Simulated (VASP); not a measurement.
# SiC (rocksalt type) (Fm-3m) in VASP: further runs, part 2 of 2

VASP 6.6.1.

## (3) Single point, PBEsol (volume scaled by 0.88, level accurate)

File INCAR:

```
ALGO     = Normal         # electronic algorithm
EDIFF    = 1E-7           # SCF threshold, eV
ENCUT    = 520            # plane-wave cutoff, eV
GGA      = PS             # functional
ISIF     = 2              # what is computed and relaxed
ISMEAR   = -1             # smearing method
LASPH    = T              # aspherical terms in the spheres
LCHARG   = F              # write CHGCAR
LREAL    = F              # projectors in reciprocal space
LWAVE    = F              # write WAVECAR
NBANDS   = 11             # bands
NELM     = 60             # most SCF steps
PREC     = Accurate       # precision mode
SIGMA    = 0.08           # smearing width, eV
```

File KPOINTS:

```
k-points
0
Gamma
  17 17 17
```

File POSCAR:

```
SiC
1.0
    0.0000000000      1.9328617826      1.9328617826
    1.9328617826      0.0000000000      1.9328617826
    1.9328617826      1.9328617826      0.0000000000
Si C
1 1
Direct
    0.0000000000      0.0000000000      0.0000000000
    0.5000000000      0.5000000000      0.5000000000
```

Potentials or basis: VASP PAW PBE potentials, release 64 (Si, C).

Started as:

```bash
> cat potpaw_PBE.64/Si/POTCAR potpaw_PBE.64/C/POTCAR > POTCAR
> mpirun -np 1 vasp_std > vasp.out
```

OUTCAR:

```text
EDIFF = 1E-7
   ENCUT = 520
   GGA = PS
   ISIF = 2
   ISMEAR = -1
   LASPH = T
   LREAL = F
   NELM = 60
   PREC = Accurate

 ion  position               nearest neighbor table
   1  0.000  0.000  0.000-   2 1.93   2 1.93   2 1.93   2 1.93   2 1.93   2 1.93
   2  0.500  0.500  0.500-   1 1.93   1 1.93   1 1.93   1 1.93   1 1.93   1 1.93

  LATTYP: Found a face centered cubic cell.
 ALAT       =     3.8657235652

  Lattice vectors:

[... 511 lines left out ...]
      4      14.5820      1.85947
      5      22.7782      0.00000
      6      23.9663      0.00000
      7      24.2415      0.00000
      8      24.8209      0.00000
      9      25.6041      0.00000
     10      27.2808      0.00000
     11      29.1596      0.00000

 [... further k-points ...]
[... 5 lines left out ...]
  --------------------------------------------------------------------------------------
  -------------------------------------------------------------------------------------
  Total        4.0185703      4.0185703      4.0185703      0.0000000      0.0000000      0.0000000
  in kB      445.8099555    445.8099555    445.8099555      0.0000000      0.0000000      0.0000000
  external PRESSURE =     445.8099555 kB  Pullay stress =       0.0000000 kB

 VOLUME and BASIS-vectors are now :
 -----------------------------------------------------------------------------
  energy-cutoff  :      520.00
  volume of cell :       14.44
      direct lattice vectors                 reciprocal lattice vectors
     0.000000000  1.932861783  1.932861783    -0.258683784  0.258683784  0.258683784
     1.932861783  0.000000000  1.932861783     0.258683784 -0.258683784  0.258683784
     1.932861783  1.932861783  0.000000000     0.258683784  0.258683784 -0.258683784

 POSITION                                       TOTAL-FORCE (eV/Angst)
 -----------------------------------------------------------------------------------
      0.00000      0.00000      0.00000         0.000000      0.000000      0.000000
      1.93286      1.93286      1.93286        -0.000000     -0.000000     -0.000000
 -----------------------------------------------------------------------------------
    total drift:                                0.000000      0.000000      0.000000

  FREE ENERGIE OF THE ION-ELECTRON SYSTEM (eV)
  ---------------------------------------------------
  free  energy   TOTEN  =       -14.3560413849 eV

  energy  without entropy=      -14.3548615262  energy(sigma->0) =      -14.35545146
```

OSZICAR:

```text
N       E                     dE             d eps       ncg     rms          rms(c)
DAV:   1     0.156333062242E+01    0.15633E+01   -0.43206E+03  4012   0.639E+02
DAV:   2    -0.155466556830E+02   -0.17110E+02   -0.16072E+02  4581   0.111E+02
DAV:   3    -0.159386392425E+02   -0.39198E+00   -0.39129E+00  4301   0.127E+01
DAV:   4    -0.159393438123E+02   -0.70457E-03   -0.70454E-03  4027   0.657E-01
DAV:   5    -0.159393450505E+02   -0.12382E-05   -0.12384E-05  4299   0.251E-02    0.985E+00
DAV:   6    -0.144361571737E+02    0.15032E+01   -0.42427E+00  3906   0.101E+01    0.467E+00
DAV:   7    -0.143613818481E+02    0.74775E-01   -0.48084E-01  4244   0.390E+00    0.163E+00
DAV:   8    -0.143565855781E+02    0.47963E-02   -0.72055E-03  3815   0.594E-01    0.396E-01
DAV:   9    -0.143560394360E+02    0.54614E-03   -0.71473E-04  4039   0.170E-01    0.149E-01
DAV:  10    -0.143560417099E+02   -0.22739E-05   -0.15960E-05  4086   0.318E-02    0.192E-02
DAV:  11    -0.143560415023E+02    0.20764E-06   -0.19487E-06  4103   0.995E-03    0.401E-03
DAV:  12    -0.143560413912E+02    0.11106E-06   -0.47746E-08  2217   0.146E-03    0.484E-04
DAV:  13    -0.143560413849E+02    0.63492E-08   -0.20037E-09  2031   0.350E-04
   1 F= -.14356041E+02 E0= -.14355451E+02  d E =-.117986E-02
```

Run time: 36 s. Hardware: 1 thread of Intel Xeon 8259CL, shared host; peak memory 0.14 GiB.

What came out:

| Property | Result |
| --- | --- |
| Free energy | -14.3560 eV |
| Pressure | 44.6 GPa |

Caveat: the cell differs from its parent crystal (volume scaled by 0.88, level accurate); the PAW data sets were made with another functional, which shifts forces and pressure a little.

## (4) Single point, PBEsol (volume scaled by 0.94)

File INCAR:

```
SYSTEM = SiC
ALGO = Normal ; EDIFF = 1E-6
ENCUT = 520 ; GGA = PS
ISIF = 2 ; ISMEAR = -1
LASPH = .TRUE. ; LCHARG = .TRUE.
LELF = .TRUE. ; LREAL = .FALSE.
LVHAR = .TRUE. ; LWAVE = .FALSE.
NBANDS = 11 ; NELM = 60
PREC = Accurate ; SIGMA = 0.08
```

File KPOINTS:

```
k-points
0
G
  17 17 17
  0 0 0
```

File POSCAR:

```
SiC
1.0
    0.0000000000      1.9758282605      1.9758282605
    1.9758282605      0.0000000000      1.9758282605
    1.9758282605      1.9758282605      0.0000000000
Si C
1 1
Direct
    0.0000000000      0.0000000000      0.0000000000
    0.5000000000      0.5000000000      0.5000000000
```

Started as:

```bash
> cat potpaw_PBE.64/Si/POTCAR potpaw_PBE.64/C/POTCAR > POTCAR
> mpirun -np 1 vasp_std > vasp.out
```

It took 35 s on 1 thread of Intel Xeon 8259CL, shared host; peak memory 0.15 GiB.

It converged, with:

```
Free energy            : -14.5475 eV
Pressure               : 19.1 GPa
Band gap on the k mesh : zero (band 4 reaches 13.56 eV, above the bottom of band 5 at 13.12 eV)
```

Levels at points of the mesh, in eV from the Fermi level:
```
           k point  band 1  band 2  band 3  band 4  band 5  band 6  band 7  band 8
(0.00, 0.00, 0.00)  -19.39   -0.03   -0.03   -0.03    8.82    8.84    8.84    8.84
```

Caveat: the cell differs from its parent crystal (volume scaled by 0.94); the PAW data sets were made with another functional, which shifts forces and pressure a little.

## (5) Single point, PBEsol (volume scaled by 0.94)

File INCAR:

```
PREC = Accurate ; ENCUT = 520
EDIFF = 1E-7 ; ISMEAR = -1
SIGMA = 0.08 ; LREAL = F
LASPH = T ; NELM = 80
ALGO = Normal ; ISIF = 2
LWAVE = F ; LCHARG = F
GGA = PS ; NBANDS = 11
```

File KPOINTS:

```
regular mesh
0
Gamma
  17 17 17
```

POSCAR is that of step 4.

Started as:

```bash
> cat potpaw_PBE.64/Si/POTCAR potpaw_PBE.64/C/POTCAR > POTCAR
> mpirun -np 1 vasp_std > vasp.out
```

It took 38 s on 1 thread of Intel Xeon 8259CL, shared host; peak memory 0.15 GiB.

The run converged. Its results:

- Free energy: -14.5475 eV
- Pressure: 19.1 GPa
- Band gap on the k mesh: zero (band 4 reaches 13.56 eV, above the bottom of band 5 at 13.12 eV)

Levels at points of the mesh, in eV from the Fermi level:
```
           k point  band 1  band 2  band 3  band 4  band 5  band 6  band 7  band 8
(0.00, 0.00, 0.00)  -19.39   -0.03   -0.03   -0.03    8.82    8.84    8.84    8.84
```

Caveat: the cell differs from its parent crystal (volume scaled by 0.94); the PAW data sets were made with another functional, which shifts forces and pressure a little.

## (6) Single point, PBEsol

This run uses another cell than the first one, of 8.21 Å³/atom, 1.136 times its volume.

File INCAR:

```
SYSTEM = SiC
ALGO = Normal ; EDIFF = 1E-6
ENCUT = 520 ; GGA = PS
ISIF = 2 ; ISMEAR = -1
LASPH = .TRUE. ; LCHARG = .FALSE.
LREAL = .FALSE. ; LWAVE = .FALSE.
NBANDS = 11 ; NELM = 60
PREC = Accurate ; SIGMA = 0.08
```

File KPOINTS:

```
k-points
0
G
  17 17 17
  0 0 0
```

File POSCAR:

```
SiC
1.0
    0.0000000000      2.0170031434      2.0170031434
    2.0170031434      0.0000000000      2.0170031434
    2.0170031434      2.0170031434      0.0000000000
Si C
1 1
Direct
    0.0000000000      0.0000000000      0.0000000000
    0.5000000000      0.5000000000      0.5000000000
```

Potentials or basis: VASP PAW PBE potentials, release 64 (Si, C).

Started as:

```bash
> cat potpaw_PBE.64/Si/POTCAR potpaw_PBE.64/C/POTCAR > POTCAR
> mpirun -np 1 vasp_std > vasp.out
```

OUTCAR:

```text
SYSTEM = SiC
   EDIFF = 1E-6
   ENCUT = 520
   GGA = PS
   ISIF = 2
   ISMEAR = -1
   LASPH = .TRUE.
   LREAL = .FALSE.
   NELM = 60
   PREC = Accurate

 ion  position               nearest neighbor table
   1  0.000  0.000  0.000-   2 2.02   2 2.02   2 2.02   2 2.02   2 2.02   2 2.02
   2  0.500  0.500  0.500-   1 2.02   1 2.02   1 2.02   1 2.02   1 2.02   1 2.02

  LATTYP: Found a face centered cubic cell.
 ALAT       =     4.0340062868

  Lattice vectors:

 A1 = (   0.0000000000,   2.0170031434,   2.0170031434)
 A2 = (   2.0170031434,   0.0000000000,   2.0170031434)
[... 514 lines left out ...]
      8      21.8936      0.00000
      9      22.2471      0.00000
     10      24.3146      0.00000
     11      25.4785      0.00000

 [... further k-points ...]
[... 5 lines left out ...]
  --------------------------------------------------------------------------------------
  -------------------------------------------------------------------------------------
  Total        0.0600069      0.0600069      0.0600069      0.0000000     -0.0000000      0.0000000
  in kB        5.8581665      5.8581665      5.8581665      0.0000000     -0.0000000      0.0000000
  external PRESSURE =       5.8581665 kB  Pullay stress =       0.0000000 kB

 VOLUME and BASIS-vectors are now :
 -----------------------------------------------------------------------------
  energy-cutoff  :      520.00
  volume of cell :       16.41
      direct lattice vectors                 reciprocal lattice vectors
     0.000000000  2.017003143  2.017003143    -0.247892524  0.247892524  0.247892524
     2.017003143  0.000000000  2.017003143     0.247892524 -0.247892524  0.247892524
     2.017003143  2.017003143  0.000000000     0.247892524  0.247892524 -0.247892524

 POSITION                                       TOTAL-FORCE (eV/Angst)
 -----------------------------------------------------------------------------------
      0.00000      0.00000      0.00000        -0.000000     -0.000000     -0.000000
      2.01700      2.01700      2.01700         0.000000      0.000000      0.000000
 -----------------------------------------------------------------------------------
    total drift:                               -0.000000     -0.000000      0.000000

  FREE ENERGIE OF THE ION-ELECTRON SYSTEM (eV)
  ---------------------------------------------------
  free  energy   TOTEN  =       -14.6052209798 eV

  energy  without entropy=      -14.5995330851  energy(sigma->0) =      -14.60237703
```

stdout:

```text
POSCAR found type information on POSCAR SiC
 POSCAR found :  2 types and       2 ions
 scaLAPACK will be used
 -----------------------------------------------------------------------------
|                                                                             |
|                                                                             |
|     You enforced a specific xc type in the INCAR file but a different       |
|     I HOPE YOU KNOW WHAT YOU ARE DOING!                                     |
|                                                                             |
 -----------------------------------------------------------------------------

 LDA part: xc-table for (Slater+PW92), standard interpolation
 POSCAR, INCAR and KPOINTS ok, starting setup
 FFT: planning ... GRIDC
 FFT: planning ... GRID_SOFT
 FFT: planning ... GRID
 WAVECAR not read
 entering main loop
```

It took 36 s on 1 thread of Intel Xeon 8259CL, shared host; peak memory 0.15 GiB.

What came out:

```
Free energy            : -14.6052 eV
Pressure               : 0.6 GPa
Band gap on the k mesh : zero (band 4 reaches 12.61 eV, above the bottom of band 5 at 11.71 eV)
```

Caveat: the PAW data sets were made with another functional, which shifts forces and pressure a little.

## (7) Overview

| cell | gap on the mesh (eV) | pressure (GPa) |
| --- | --- | --- |
| a = 2.733 Å, angles 60.0°, 2 atoms | - | 44.6 |
| a = 2.794 Å, angles 60.0°, 2 atoms | none | 19.1 |
| a = 2.852 Å, angles 60.0°, 2 atoms | none | 0.6 |

Alike in all rows: task single point; level PBEsol; potentials or basis VASP PAW PBE potentials, release 64 (Si, C); no spin polarisation; k mesh 17 × 17 × 17; cutoff (eV) 520; smearing fermi-dirac 0.08 eV.

Caveats: the PAW data sets were made with another functional, which shifts forces and pressure a little.

Absolute energies hang on the potentials; compare differences alone.
